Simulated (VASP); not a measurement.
Runs of VASP 6.6.1 on WS2. The structure is that of space group P-3m1 (No. 164), or close to it. The cells are those of the table. 

```tsv
cell	gap on the mesh (eV)	largest force (eV/Å)
a = 3.130, b = 3.130, c = 24.471 Å, angles 90.0, 90.0, 120.0°, 6 atoms	1.82	0.66
a = 2.994, b = 2.994, c = 26.750 Å, angles 90.0, 90.0, 120.0°, 6 atoms	(a)	2.40
a = 3.225, b = 3.225, c = 23.052 Å, angles 90.0, 90.0, 120.0°, 6 atoms	1.02	0.61
a = 3.359, b = 3.359, c = 21.256 Å, angles 90.0, 90.0, 120.0°, 6 atoms	none	2.35
```

Alike in all rows: task single point; level r2SCAN; potentials or basis VASP PAW PBE potentials, release 64 (W_sv, S); no spin polarisation; k mesh 12 × 12 × 2; cutoff (eV) 520; smearing gaussian 0.05 eV.

Problem. Fill in the values left out.

Solution. (a) 1.26.

Caveats: there is no dipole correction, which matters where the two faces differ; the PAW data sets were made with another functional, which shifts forces and pressure a little; spin-orbit coupling is left out, which moves the levels of the heavy elements.

A k mesh can miss the band edges, and the runs leave out spin-orbit coupling on W.

A gap of «none» marks levels without a gap at the run's occupations.
